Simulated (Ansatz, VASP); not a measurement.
MgO: VASP beside Ansatz

```xyz
2
Lattice="0.0000 2.1351 2.1351 2.1351 0.0000 2.1351 2.1351 2.1351 0.0000" Properties=species:S:1:pos:R:3 pbc="T T T"
Mg    0.0000    0.0000    0.0000
O     2.0351    2.1351    2.1351
```

Alike in both runs: task single point; functional r2SCAN; k mesh 10 × 10 × 10; occupations gaussian, width 0.05 eV; no spin polarisation.

|  | VASP | Ansatz |
| --- | --- | --- |
| version | VASP 6.6.1 | Ansatz 0.2.0 |
| potentials or method | VASP PAW PBE potentials, release 64 (Mg, O), cutoff 520 eV | scalar-relativistic, plane waves, PAW |
| valence electrons in the cell | 8 | 16 |

VASP gave:

| Quantity | Value |
| --- | --- |
| gap on the k mesh at the Fermi level (eV) | 5.19 |
| least direct gap on the mesh (eV) | 5.19 |
| pressure (GPa) | -7.3 |
| traceless stress, the component that is largest in VASP (GPa) | 2.09 |
| rms of the force components (eV/Å) | 0.279 |

Task: Estimate Ansatz's values.

Result: gap on the k mesh at the Fermi level (eV): 5.22; least direct gap on the mesh (eV): 5.22; pressure (GPa): -6.2; traceless stress, the component that is largest in VASP (GPa): 2.06; rms of the force components (eV/Å): 0.278.

VASP's potentials were made for PBE, not for r2SCAN. Atom by atom the forces differ by 0.001 eV/Å (rms over components). VASP's potentials hold 8 valence electrons a cell and Ansatz's 16, so a difference there can come from the potentials and not from the codes.
